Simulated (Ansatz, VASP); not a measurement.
**One calculation of ZnAu, two programs**

Contents of INCAR:

```
PREC     = Accurate       # precision mode
ENCUT    = 600            # plane-wave cutoff, eV
EDIFF    = 1E-6           # SCF threshold, eV
ISMEAR   = 0              # smearing method
SIGMA    = 0.1            # smearing width, eV
LREAL    = F              # projectors in reciprocal space
LASPH    = T              # aspherical terms in the spheres
NELM     = 100            # most SCF steps
ALGO     = Normal         # electronic algorithm
ISIF     = 3              # what is computed and relaxed
LWAVE    = F              # write WAVECAR
LCHARG   = F              # write CHGCAR
GGA      = PS             # functional
IBRION   = 2              # ionic algorithm
NSW      = 80             # ionic steps
EDIFFG   = -0.01          # ionic threshold
```

The input KPOINTS:

```
regular mesh
0
Gamma
  14 14 14
```

The input POSCAR:

```
ZnAu
1.0
    3.1056434638      0.0000000000      0.0000000000
    0.0000000000      3.1056434638      0.0000000000
    0.0000000000      0.0000000000      3.1056434638
Zn Au
1 1
Direct
    0.5000000000      0.5000000000      0.5000000000
    0.0000000000      0.0000000000      0.0000000000
```

Input for Ansatz:

```yaml
crystal:
  lattice:
    - [3.1056434638, 0.0, 0.0]
    - [0.0, 3.1056434638, 0.0]
    - [0.0, 0.0, 3.1056434638]
  atoms:
    - { symbol: Zn, position: [0.5, 0.5, 0.5] }
    - { symbol: Au, position: [0.0, 0.0, 0.0] }
basis:
  ecutwfc: 420
kpoints:
  mp_grid: { grid: [14, 14, 14] }
hamiltonian:
  xc: pbesol
scf:
  occupations: { method: gaussian, width: 0.1 }
output:
  forces: true
  stress: true
  eigenvalues: true
relax:
  adjacent_minimum: "off"
  f_tol: 0.01
  max_steps: 60
  cell: { stress_tol: 0.1 }
```

Alike in both runs: task relaxation of cell and atoms; functional PBEsol; k mesh 14 × 14 × 14; occupations gaussian, width 0.1 eV; no spin polarisation.

|  | VASP | Ansatz |
| --- | --- | --- |
| version | VASP 6.6.1 | Ansatz 0.2.0 |
| potentials or method | VASP PAW PBE potentials, release 64 (Zn, Au), cutoff 600 eV | scalar-relativistic, plane waves, PAW |
| valence electrons in the cell | 23 | 31 |

```csv
,VASP,Ansatz,Ansatz less VASP
"gap on the k mesh at the Fermi level, each at its own relaxed structure (eV)",none,none,-
relaxed volume (Å³/atom),15.33,15.31,-0.015
relaxed cell length with the largest relative difference (Å),3.130,3.129,-0.0010
```

VASP's potentials were made for PBE, not for PBEsol. A gap of «none» marks a metal or a gap that the smearing closes. VASP's potentials hold 23 valence electrons a cell and Ansatz's 31, so a difference there can come from the potentials and not from the codes.

Spin-orbit coupling is off throughout.
